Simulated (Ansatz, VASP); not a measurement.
# Cu: VASP beside Ansatz

The input INCAR:

```
SYSTEM = Cu
PREC = Accurate
ENCUT = 520
EDIFF = 1E-7
ISMEAR = -1
SIGMA = 0.02
LREAL = .FALSE.
LASPH = .TRUE.
NELM = 100
ALGO = Fast
ISIF = 2
LWAVE = .FALSE.
LCHARG = .FALSE.
GGA = PE
NBANDS = 12
```

KPOINTS

```
regular mesh
0
G
  20 20 20
  0 0 0
```

Contents of POSCAR:

```
Cu
1.0
   -1.4427933200      1.4427933200      1.3760814500
    1.4427933200     -1.4427933200      1.3760814500
    1.4427933200      1.4427933200     -1.3760814500
Cu
1
Direct
    0.0000000000      0.0000000000      0.0000000000
```

Input for Ansatz:

```yaml
crystal:
  lattice:
    - [-1.44279332, 1.44279332, 1.37608145]
    - [1.44279332, -1.44279332, 1.37608145]
    - [1.44279332, 1.44279332, -1.37608145]
  atoms:
    - { symbol: Cu, position: [0.0, 0.0, 0.0] }
basis:
  ecutwfc: 420
kpoints:
  mp_grid: { grid: [20, 20, 20] }
hamiltonian:
  xc: pbe
scf:
  occupations: { method: fermi_dirac, width: 0.02 }
output:
  forces: true
  stress: true
  eigenvalues: true
```

Alike in both runs: task single point; functional PBE; k mesh 20 × 20 × 20; occupations fermi-dirac, width 0.02 eV; no spin polarisation.

|  | VASP | Ansatz |
| --- | --- | --- |
| version | VASP 6.6.1 | Ansatz 0.2.0 |
| potentials or method | VASP PAW PBE potentials, release 64 (Cu), cutoff 520 eV | scalar-relativistic, plane waves, PAW |
| valence electrons in the cell | 11 | 19 |

```tsv
	VASP	Ansatz	Ansatz less VASP
gap on the k mesh at the Fermi level (eV)	none	none	-
pressure (GPa)	7.8	7.3	-0.56
traceless stress, the component that is largest in VASP (GPa)	-0.37	-0.38	-0.013
```

A gap of «none» marks a metal or a gap that the smearing closes. VASP's potentials hold 11 valence electrons a cell and Ansatz's 19, so a difference there can come from the potentials and not from the codes.
